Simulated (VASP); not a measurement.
Runs of VASP 6.6.1 on Nb2Te. The structure is that of space group P6/mmm (No. 191), or close to it. The cells are those of the table. 

```csv
task,cell,k mesh,cutoff (eV),gap on the mesh (eV),pressure (GPa),relaxed volume (Å³/atom)
relaxation of cell and atoms,"relaxed from a = 5.030, b = 5.030, c = 2.986 Å, angles 90.0, 90.0, 120.0°, 3 atoms",6 × 6 × 6,600,none,0.1,(b)
relaxation of cell and atoms,"relaxed from a = 4.452, b = 4.452, c = 4.270 Å, angles 90.0, 90.0, 120.0°, 3 atoms",6 × 6 × 4,600,none,0.0,21.80
relaxation of cell and atoms,"relaxed from a = 5.041, b = 5.041, c = 2.945 Å, angles 90.0, 90.0, 120.0°, 3 atoms",12 × 12 × 16,600,none,0.0,21.57
single point,"a = 5.062, b = 5.062, c = 2.919 Å, angles 90.0, 90.0, 120.0°, 3 atoms",12 × 12 × 16,520,none,(a),-
single point,"a = 4.452, b = 4.452, c = 4.270 Å, angles 90.0, 90.0, 120.0°, 3 atoms",6 × 6 × 4,520,none,31.0,-
```

Alike in all rows: level PBE; potentials or basis VASP PAW PBE potentials, release 64 (Nb_sv, Te); no spin polarisation; smearing gaussian 0.1 eV.

Task: Fill in the values left out.

Result: (a) -0.2; (b) 21.59.

Caveats: some runs use coarse meshes; spin-orbit coupling is left out, which moves the levels of the heavy elements.

A k mesh can miss the band edges, and the runs leave out spin-orbit coupling on Nb, Te.

A gap of «none» marks levels without a gap at the run's occupations.
